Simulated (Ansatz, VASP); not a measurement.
## One calculation of Sb, two programs

```
CELL_PARAMETERS angstrom
3.18913 0.00000 0.00000
0.00000 3.18913 0.00000
0.00000 0.00000 3.18913
ATOMIC_POSITIONS crystal
Sb 0.00000 0.00000 0.00000
```

Alike in both runs: task single point; functional BLYP; k mesh 11 × 11 × 11; occupations fermi-dirac, width 0.1 eV; no spin polarisation.

```csv
,VASP,Ansatz
version,VASP 6.6.1,Ansatz 0.2.0
potentials or method,"VASP PAW PBE potentials, release 64 (Sb), cutoff 500 eV","plane waves (420 eV) with PAW, scalar-relativistic"
valence electrons in the cell,5,15
```

Ansatz gave:

* pressure (GPa): 0.5

Question: Which values does VASP return?

Answer: Pressure (GPa): 0.7.

VASP's potentials were made for PBE, not for BLYP. With one functional, cell and mesh, what is left measures potentials, basis and numerics. VASP's potentials hold 5 valence electrons a cell and Ansatz's 15, so a difference there can come from the potentials and not from the codes.

Spin-orbit coupling is off throughout.
